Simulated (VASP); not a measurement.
Here is a VASP 6.6.1 calculation.

Contents of INCAR:

```
  ALGO = Normal
  EDIFF = 1E-6
  ENCUT = 520
  GGA = PE
  ISIF = 2
  ISMEAR = 0
  LASPH = T
  LCHARG = F
  LREAL = F
  LWAVE = F
  NBANDS = 34
  NELM = 60
  PREC = Accurate
  SIGMA = 0.1
```

KPOINTS

```
k-points
0
Gamma
  6 6 2
```

File POSCAR:

```
Sn2GeP2
1.0
    4.4948987200      0.0000000000      0.0000000000
   -2.2474493600      3.8926964800      0.0000000000
    0.0000000000      0.0000000000      7.5926852500
Sn Ge P
2 1 2
Direct
    0.6666666700      0.3333333300      0.3703289900
    0.3333333300      0.6666666700      0.6296710100
    0.0000000000      0.0000000000      0.0000000000
    0.6666666700      0.3333333300      0.7460269900
    0.3333333300      0.6666666700      0.2539730100
```

Potentials or basis: VASP PAW PBE potentials, release 64 (Sn_d, Ge_d, P).

The run is started by

```bash
$ cat potpaw_PBE.64/Sn_d/POTCAR potpaw_PBE.64/Ge_d/POTCAR potpaw_PBE.64/P/POTCAR > POTCAR
$ mpirun -np 1 vasp_std > vasp.out
```

**Question.** Predict the band gap on the k mesh.

**Answer.** Zero (bands 26 and 27 overlap by 0.90 eV).

**Question.** Predict the largest force.

**Answer.** 0.849 eV/Å.

**Question.** Predict the pressure.

**Answer.** -0.5 GPa.

Forces on the atoms (eV/Å):
```
Sn   0.000  0.000 -0.849
Sn   0.000  0.000  0.849
Ge   0.000  0.000  0.000
P    0.000  0.000  0.762
P    0.000  0.000 -0.762
```

Caveat: the k points lie up to 0.41 Å⁻¹ apart, too coarse for converged energies and pressures of a metal; spin-orbit coupling is left out, which moves the levels of the heavy elements.
